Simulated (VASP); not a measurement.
# SiC4 (I4/mmm) in VASP: single point with PBE

Aim: the single point of SiC4 with PBE.

Everything below comes from runs of VASP 6.6.1. Logs are shortened: lines on timing, memory, paths and dates and some standing lists are left out, and cuts for length are marked.

## Step 1: The cell of the first run

The structure is tetragonal, space group I4/mmm (No. 139). Conventional cell: a = 4.135 Å, b = 4.135 Å, c = 7.544 Å, α = 90.00°, β = 90.00°, γ = 90.00°. Within 2.5 Å of Si (site symmetry 4/mmm) lie 4 C at 1.89 Å. C (site symmetry m2m) has 3 C at 1.46 to 2.07 Å and 1 Si at 1.89 Å within 2.1 Å.

## Step 2: Single point, PBE

INCAR reads:

```
SYSTEM = SiC4
PREC = Accurate
ENCUT = 520
EDIFF = 1E-6
ISMEAR = 0
SIGMA = 0.1
LREAL = .FALSE.
LASPH = .TRUE.
NELM = 60
ALGO = Normal
ISIF = 2
LWAVE = .FALSE.
LCHARG = .FALSE.
GGA = PE
NBANDS = 18
```

KPOINTS reads:

```
regular mesh
0
G
  12 12 12
  0 0 0
```

POSCAR reads:

```
SiC4
1.0
   -2.0674315513      2.0674315513      3.7717999011
    2.0674315513     -2.0674315513      3.7717999011
    2.0674315513      2.0674315513     -3.7717999011
Si C
1 4
Direct
    0.0000000000      0.0000000000      0.0000000000
    0.6767703414      0.6767703414      0.3535406828
    0.3232296586      0.3232296586      0.6464593172
    0.6767703414      0.3232296586      0.0000000000
    0.3232296586      0.6767703414      0.0000000000
```

Potentials or basis: VASP PAW PBE potentials, release 64 (Si, C).

On the command line:

```sh
$ cat potpaw_PBE.64/Si/POTCAR potpaw_PBE.64/C/POTCAR > POTCAR
$ mpirun -np 1 vasp_std > vasp.out
```

OUTCAR:

```text
SYSTEM = SiC4
   PREC = Accurate
   ENCUT = 520
   EDIFF = 1E-6
   ISMEAR = 0
   LREAL = .FALSE.
   LASPH = .TRUE.
   NELM = 60
   ISIF = 2
   GGA = PE

 ion  position               nearest neighbor table
   1  0.000  0.000  0.000-   3 1.89   4 1.89   5 1.89   2 1.89
   2  0.677  0.677  0.354-   4 1.46   5 1.46   1 1.89   3 2.07
   3  0.323  0.323  0.646-   4 1.46   5 1.46   1 1.89   2 2.07
   4  0.677  0.323  0.000-   2 1.46   3 1.46   1 1.89   5 2.07
   5  0.323  0.677  0.000-   2 1.46   3 1.46   1 1.89   4 2.07

  LATTYP: Found a body centered tetragonal cell.
 ALAT       =     4.1348631026
 C/A-ratio  =     1.8243892518

  Lattice vectors:

 A1 = (  -2.0674315513,   2.0674315513,   3.7717999011)
 A2 = (   2.0674315513,  -2.0674315513,   3.7717999011)
 A3 = (   2.0674315513,   2.0674315513,  -3.7717999011)

Analysis of symmetry for initial positions (statically):
=====================================================================
 Subroutine PRICEL returns:
 Original cell was already a primitive cell.

 Routine SETGRP: Setting up the symmetry group for a
 body centered tetragonal supercell.

 Subroutine GETGRP returns: Found 16 space group operations
 (whereof 16 operations were pure point group operations)
 out of a pool of 16 trial point group operations.

The static configuration has the point symmetry D_4h.

Analysis of symmetry for dynamics (positions and initial velocities):
=====================================================================
 Subroutine PRICEL returns:
 Original cell was already a primitive cell.

 Routine SETGRP: Setting up the symmetry group for a
 body centered tetragonal supercell.

 Subroutine GETGRP returns: Found 16 space group operations
 (whereof 16 operations were pure point group operations)
 out of a pool of 16 trial point group operations.

The dynamic configuration has the point symmetry D_4h.

 Subroutine INISYM returns: Found 16 space group operations
 (whereof 16 operations are pure point group operations),
 and found     1 'primitive' translations

----------------------------------------------------------------------------------------

                                     Primitive cell

  volume of cell :      64.4868

  direct lattice vectors                    reciprocal lattice vectors
    -2.067431551  2.067431551  3.771799901     0.000000000  0.241845975  0.132562706
     2.067431551 -2.067431551  3.771799901     0.241845975  0.000000000  0.132562706
[... 93 lines left out ...]
   EDIFFG = 0.1E-04   stopping-criterion for IOM
   NSW    =      0    number of steps for IOM
   IBRION =     -1    ionic relax: 0-MD 1-quasi-New 2-CG
   NFREE  =      0    steps in history (QN), initial steepest desc. (CG)
   ISIF   =      2    stress and relaxation
   ISYM   =      2    0-nonsym 1-usesym 2-fastsym
   POTIM  = 0.5000    time-step for ionic-motion
   TEBEG  =    0.0;   TEEND  =   0.0 temperature during run
   PSTRESS=    0.0 pullay stress
   NELECT =      20.0000    total number of electrons
   NUPDOWN=      -1.0000    fix difference up-down
   EMIN   =  10.00;   EMAX   =-10.00  energy-range for DOS
   EFERMI =   0.00;   METHOD = LEGACY
   ISMEAR =     0;   SIGMA  =   0.10  broadening in eV -4-tet -1-fermi 0-gaus
   EFERMI_NEDOS =   21; number of points for ismear=-14 and -15
   IALGO  =     38    algorithm
   IMIX   =      4    mixing-type and parameters
     AMIX     =   0.40;   BMIX     =  1.00
     AMIX_MAG =   1.60;   BMIX_MAG =  1.00
  volume/ion in A,a.u.               =      12.90        87.04
  Fermi-wavevector in a.u.,A,eV,Ry     =   1.108140  2.094080 16.707596  1.227974
  Thomas-Fermi vector in A             =   2.244663
   LORBIT       =      0    0 simple, 1 ext, 2 COOP (PROOUT), +10 PAW based schemes
   GGA     = PE    functional components
   LHFCALC =     F    Hartree Fock is set to
   AEXX    =    0.0000 exact exchange contribution
   IVDW    =     0    specifies the selected vdW correction
   LEPSILON=     F    determine dielectric tensor
   LRPA    =     F    only Hartree local field effects (RPA)
 non-spin polarized calculation
 Gauss-broadening in eV      SIGMA  =   0.10
  energy-cutoff  :      520.00
  volume of cell :       64.49
 maximum number of plane-waves:      1774
   NGX = 17   NGY = 17   NGZ = 17

 number of electron      20.0000000 magnetization

 Free energy of the ion-electron system (eV)
  ---------------------------------------------------
  ext. energy  EPLUGINS =         0.00000000
  ---------------------------------------------------
  free energy    TOTEN  =       -36.55466293 eV

  energy without entropy =      -36.54394034  energy(sigma->0) =      -36.54930163

 E-fermi :   3.1264     XC(G=0):  -9.2015

 val. band max:        3.1254525996   @ k =   0.3333   0.3333   0.0833
 cond. band min:       3.1306970792   @ k =  -0.4167   0.2500   0.0000
 fundamental gap:      0.0052444796
 Fermi energy:         3.1264211032

 k-point     1 :       0.0000    0.0000    0.0000
  band No.  band energies     occupation
      1     -14.7203      2.00000
      2      -6.9992      2.00000
      3      -6.7304      2.00000
      4      -6.7304      2.00000
      5      -3.4265      2.00000
      6      -1.8603      2.00000
[... 481 lines left out ...]
      5      -3.3183      2.00000
      6      -1.5880      2.00000
[... 10 lines left out ...]
     17      12.3868      0.00000
     18      13.2010      0.00000

 [... further k-points ...]

------------------------ aborting loop because EDIFF is reached ----------------------------------------

  FORCE on cell =-STRESS in cart. coord.  units (eV):
  Direction    XX          YY          ZZ          XY          YZ          ZX
  --------------------------------------------------------------------------------------
  -------------------------------------------------------------------------------------
  Total        0.1210707      0.1210707     -0.0063219      0.0000000      0.0000000      0.0000000
  in kB        3.0080061      3.0080061     -0.1570684      0.0000000      0.0000000      0.0000000
  external PRESSURE =       1.9529813 kB  Pullay stress =       0.0000000 kB

 VOLUME and BASIS-vectors are now :
 -----------------------------------------------------------------------------
  energy-cutoff  :      520.00
  volume of cell :       64.49
      direct lattice vectors                 reciprocal lattice vectors
    -2.067431551  2.067431551  3.771799901     0.000000000  0.241845975  0.132562706
     2.067431551 -2.067431551  3.771799901     0.241845975  0.000000000  0.132562706
     2.067431551  2.067431551 -3.771799901     0.241845975  0.241845975  0.000000000

 POSITION                                       TOTAL-FORCE (eV/Angst)
 -----------------------------------------------------------------------------------
      0.00000      0.00000      0.00000         0.000000     -0.000000      0.000000
      0.73092      0.73092      3.77180         0.069807      0.069807     -0.000000
      1.33651      1.33651      0.00000        -0.069807     -0.069807      0.000000
     -0.73092      0.73092      3.77180        -0.069807      0.069807      0.000000
      0.73092     -0.73092      3.77180         0.069807     -0.069807      0.000000
 -----------------------------------------------------------------------------------
    total drift:                                0.000000     -0.000000      0.000000

  FREE ENERGIE OF THE ION-ELECTRON SYSTEM (eV)
  ---------------------------------------------------
  free  energy   TOTEN  =       -36.5546629336 eV

  energy  without entropy=      -36.5439403350  energy(sigma->0) =      -36.54930163
```

OSZICAR:

```text
N       E                     dE             d eps       ncg     rms          rms(c)
DAV:   1     0.580332129303E+02    0.58033E+02   -0.92516E+03  5884   0.953E+02
DAV:   2    -0.346826696561E+02   -0.92716E+02   -0.89018E+02  7762   0.191E+02
DAV:   3    -0.400117997269E+02   -0.53291E+01   -0.52829E+01  7614   0.455E+01
DAV:   4    -0.400781637081E+02   -0.66364E-01   -0.66303E-01  8056   0.576E+00
DAV:   5    -0.400793498049E+02   -0.11861E-02   -0.11857E-02  7846   0.727E-01    0.111E+01
DAV:   6    -0.370500173589E+02    0.30293E+01   -0.58353E+00  6872   0.117E+01    0.595E+00
DAV:   7    -0.365772996490E+02    0.47272E+00   -0.12173E+00  7304   0.620E+00    0.221E+00
DAV:   8    -0.365523185785E+02    0.24981E-01   -0.10229E-01  7282   0.164E+00    0.726E-01
DAV:   9    -0.365544308837E+02   -0.21123E-02   -0.13847E-02  7186   0.707E-01    0.215E-01
DAV:  10    -0.365547783030E+02   -0.34742E-03   -0.34610E-03  6826   0.314E-01    0.825E-02
DAV:  11    -0.365546262536E+02    0.15205E-03   -0.32752E-04  6922   0.101E-01    0.365E-02
DAV:  12    -0.365546661226E+02   -0.39869E-04   -0.15581E-04  6456   0.660E-02    0.190E-02
DAV:  13    -0.365546623502E+02    0.37724E-05   -0.15248E-05  7892   0.196E-02    0.447E-03
DAV:  14    -0.365546629336E+02   -0.58343E-06   -0.85175E-07  5300   0.578E-03
   1 F= -.36554663E+02 E0= -.36549302E+02  d E =-.107226E-01
```

stdout:

```text
POSCAR found type information on POSCAR SiC
 POSCAR found :  2 types and       5 ions
 scaLAPACK will be used
 LDA part: xc-table for (Slater+PW92), standard interpolation
 POSCAR, INCAR and KPOINTS ok, starting setup
 FFT: planning ... GRIDC
 FFT: planning ... GRID_SOFT
 FFT: planning ... GRID
 WAVECAR not read
 entering main loop
```

It took 5.1 min on 1 thread of Intel Xeon 8259CL, shared host; peak memory 0.3 GiB.

What came out:

| Item | Value |
| --- | --- |
| Free energy | -36.5547 eV |
| Pressure | 0.2 GPa |
| Largest force | 0.099 eV/Å |
| Band gap on the k mesh | zero (bands 10 and 11 overlap by 1.78 eV) |

Forces in eV/Å, atoms in the order of the input:
```
Si   0.000  0.000  0.000
C    0.070  0.070  0.000
C   -0.070 -0.070  0.000
C   -0.070  0.070  0.000
C    0.070 -0.070  0.000
```

Levels at points of the mesh, in eV from the Fermi level:
| k point | band 6 | band 7 | band 8 | band 9 | band 10 | band 11 | band 12 | band 13 | band 14 | band 15 |
| --- | --- | --- | --- | --- | --- | --- | --- | --- | --- | --- |
| (0.00, 0.00, 0.00) | -4.99 | -3.51 | -3.51 | -2.90 | 0.20 | 0.20 | 2.24 | 3.16 | 5.21 | 6.61 |
| (0.50, 0.00, 0.00) | -5.93 | -4.84 | -4.05 | -2.16 | 0.30 | 1.27 | 4.43 | 4.88 | 5.39 | 6.32 |
| (0.50, 0.50, 0.00) | -3.92 | -3.32 | -1.84 | -1.83 | -0.98 | 0.01 | 0.31 | 4.93 | 7.59 | 7.67 |
| (0.50, 0.50, 0.50) | -6.29 | -3.51 | -3.51 | -2.80 | 1.05 | 1.05 | 2.86 | 3.61 | 6.07 | 10.44 |
